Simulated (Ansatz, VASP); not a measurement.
One calculation of Sn3Se, two programs

```
Sn Se
1.0
     0.00000    3.65819    3.65819
     3.65819    0.00000    3.65819
     3.65819    3.65819    0.00000
Sn Se
3 1
Cartesian
  1.8291 1.8291 1.8291
  5.4873 5.4873 5.4873
  3.6582 3.6582 3.6582
  0.0000 0.0000 0.0000
```

Alike in both runs: task single point; functional PBEsol; k mesh 12 × 12 × 12; no spin polarisation.

|  | VASP | Ansatz |
| --- | --- | --- |
| version | VASP 6.6.1 | Ansatz 0.2.0 |
| potentials or method | VASP PAW PBE potentials, release 64 (Sn_d, Se), cutoff 520 eV | scalar-relativistic, plane waves, PAW |
| occupations | methfessel-paxton of order 1, width 0.15 eV | methfessel-paxton of order 1, width 0.01 eV |
| valence electrons in the cell | 48 | 58 |

|  | VASP | Ansatz | Ansatz less VASP |
| --- | --- | --- | --- |
| gap on the k mesh at the Fermi level (eV) | none | none | - |
| pressure (GPa) | 0.1 | 0.1 | -0.03 |

VASP's potentials were made for PBE, not for PBEsol. A gap of «none» marks a metal or a gap that the smearing closes. VASP's potentials hold 48 valence electrons a cell and Ansatz's 58, so a difference there can come from the potentials and not from the codes.
